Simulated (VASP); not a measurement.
A run of VASP 6.6.1 is set up as follows.

Contents of INCAR:

```
ALGO = Normal
EDIFF = 1E-6
ENCUT = 600
GGA = CA
GGA_COMPAT = F
ISIF = 2
ISMEAR = 0
ISPIN = 2
LASPH = T
LCHARG = F
LDAU = T
LDAUJ = 0 0
LDAUL = 2 -1
LDAUPRINT = 1
LDAUTYPE = 2
LDAUU = 3.3 0
LMAXMIX = 4
LORBIT = 11
LREAL = F
LWAVE = F
MAGMOM = 2.82 0.29
NBANDS = 22
NELM = 200
PREC = Accurate
SIGMA = 0.05
```

The input KPOINTS:

```
k-points
0
Gamma
  10 10 10
```

File POSCAR:

```
CoO
1.0
    0.0000000000      2.1260379560      2.1260379560
    2.1260379560      0.0000000000      2.1260379560
    2.1260379560      2.1260379560      0.0000000000
Co O
1 1
Direct
    0.0000000000      0.0000000000      0.0000000000
    0.5000000000      0.5000000000      0.5000000000
```

Potentials or basis: VASP PAW LDA potentials, release 64 (Co_sv, O).

Command:

```sh
$ cat potpaw_LDA.64/Co_sv/POTCAR potpaw_LDA.64/O/POTCAR > POTCAR
$ mpirun -np 1 vasp_std > vasp.out
```

(1) What does it give for the pressure?

(2) Predict the net moment.

(3) Estimate the band gap on the k mesh.

(4) Estimate the site moments.

## Answers

(1) -18.0 GPa.

(2) 3.00 μB per cell.

(3) zero (filled and empty bands overlap).

(4) Co +2.65; O +0.27 μB.

Caveat: a cell with one magnetic atom can't hold antiferromagnetic order, which such compounds often take.
